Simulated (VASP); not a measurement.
Input of a VASP 6.6.1 run:

File INCAR:

```
SYSTEM = Tc
  PREC = Accurate
  ENCUT = 520
  EDIFF = 1E-6
  ISMEAR = -1
  SIGMA = 0.08
  LREAL = .FALSE.
  LASPH = .TRUE.
  NELM = 80
  ALGO = Normal
  ISIF = 2
  LWAVE = .FALSE.
  LCHARG = .FALSE.
  GGA = CA
  NBANDS = 20
```

The input KPOINTS:

```
Automatic mesh
0
G
  17 17 9
  0 0 0
```

File POSCAR:

```
Tc
1.0
    2.7029686016      0.0000000000      0.0000000000
   -1.3514843008      2.3408394746      0.0000000000
    0.0000000000      0.0000000000      4.3385602812
Tc
2
Direct
    0.3333333333      0.6666666667      0.2500000000
    0.6666666667      0.3333333333      0.7500000000
```

Potentials or basis: VASP PAW LDA potentials, release 64 (Tc_pv).

Launch:

```console
$ cat potpaw_LDA.64/Tc_pv/POTCAR > POTCAR
$ mpirun -np 1 vasp_std > vasp.out
```

**Question.** What does it give for the band gap on the k mesh?

**Answer.** Zero (bands 13 and 14 overlap by 3.20 eV).

**Question.** Predict the pressure.

**Answer.** 1.4 GPa.

Stress tensor (GPa, compression positive):
```
1.94 0.00 0.00
0.00 1.94 0.00
0.00 0.00 0.24
```
